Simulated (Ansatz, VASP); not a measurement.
# One calculation of AlN, two programs

```xyz
4
Lattice="3.0709 0.0000 0.0000 -1.5355 2.6595 0.0000 0.0000 0.0000 4.9137" Properties=species:S:1:pos:R:3 pbc="T T T"
Al    1.5355    0.8865    2.4568
Al    0.0000    1.7730    0.0000
N     1.5355    0.8865    4.3240
N     0.0000    1.7730    1.8672
```

Change from the starting cell: volume scaled by 0.96.

Alike in both runs: task single point; functional LDA; k mesh 10 × 10 × 6; occupations fermi-dirac, width 0.05 eV; no spin polarisation.

|  | VASP | Ansatz |
| --- | --- | --- |
| version | VASP 6.6.1 | Ansatz 0.2.0 |
| potentials or method | VASP PAW LDA potentials, release 64 (Al, N), cutoff 520 eV | all-electron LAPW, scalar-relativistic |

Ansatz gave:

```
gap on the k mesh at the Fermi level (eV)                     : 4.60
least direct gap on the mesh (eV)                             : 4.60
pressure (GPa)                                                : 3.9
traceless stress, the component that is largest in VASP (GPa) : 0.97
rms of the force components (eV/Å)                            : 0.086
```

Question: What did VASP give for the same quantities?

Answer: gap on the k mesh at the Fermi level (eV): 4.61; least direct gap on the mesh (eV): 4.61; pressure (GPa): 4.6; traceless stress, the component that is largest in VASP (GPa): 0.98; rms of the force components (eV/Å): 0.087.

LDA's correlation is that of Perdew and Zunger in VASP and of Perdew and Wang (1992) in Ansatz. Atom by atom the forces differ by 0.002 eV/Å (rms over components). Ansatz ran all-electron here, and VASP with PAW potentials.
